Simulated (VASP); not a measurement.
SnO: single point with PBEsol

Crystal: SnO.

```xyz
4
Lattice="3.5383 0.0000 0.0000 0.0000 3.5383 0.0000 0.0000 0.0000 4.1799" Properties=species:S:1:pos:R:3 pbc="T T T"
Sn    0.0000    1.7692    1.0137
Sn    1.7692    0.0000    3.1662
O     0.0000    0.0000    0.0000
O     1.7692    1.7692    0.0000
```

| Quantity | Value |
| --- | --- |
| Program | VASP 6.6.1 |
| Task | single point |
| Functional | PBEsol |
| Potentials or basis | VASP PAW PBE potentials, release 64 (Sn_d, O) |
| Cutoff | 520 eV |
| k mesh | 10 × 10 × 8 |
| Occupations | gaussian, width 0.15 eV |
| Spin | no spin polarisation |
| Dipole correction | no |
| Further INCAR settings | ALGO = Normal; EDIFF = 1e-06; NBANDS = 28 |

The pressure is 46.7 GPa. The largest force is 5.414 eV/Å and the band gap on the k mesh is zero (bands 20 and 21 overlap by 0.86 eV).

Forces in eV/Å, atoms in the order of the input:
```
Sn   0.000  0.000  5.414
Sn   0.000  0.000 -5.414
O    0.000  0.000  0.000
O    0.000  0.000  0.000
```

Stress tensor (GPa, compression positive):
```
49.28  0.00  0.00
 0.00 49.28  0.00
 0.00  0.00 41.48
```

Levels at points of the mesh, in eV from the Fermi level:
| k point | band 18 | band 19 | band 20 | band 21 | band 22 | band 23 |
| --- | --- | --- | --- | --- | --- | --- |
| (0.00, 0.00, 0.00) | -5.27 | -5.27 | -0.14 | 2.80 | 4.75 | 4.75 |
| (0.50, 0.00, 0.00) | -7.24 | -3.88 | -3.88 | 4.31 | 4.31 | 6.32 |
| (0.50, 0.50, 0.00) | -4.38 | -2.14 | -2.14 | -0.79 | -0.79 | 4.60 |
| (0.00, 0.00, 0.50) | -5.28 | -3.12 | -1.63 | 0.93 | 2.18 | 2.18 |
| (0.50, 0.00, 0.50) | -7.26 | -2.44 | -2.44 | 3.34 | 3.34 | 5.47 |
| (0.50, 0.50, 0.50) | -4.39 | -3.65 | -3.65 | 2.04 | 2.04 | 5.33 |

Run time: 99 s on 1 thread of AMD EPYC 7R13 Processor (Zen 3), with other jobs on the host, peak memory 0.22 GiB.

Caveat: the stress differs along the axes, from 41 to 49 GPa; the PAW data sets were made with another functional, which shifts forces and pressure a little; spin-orbit coupling is left out, which moves the levels of the heavy elements.
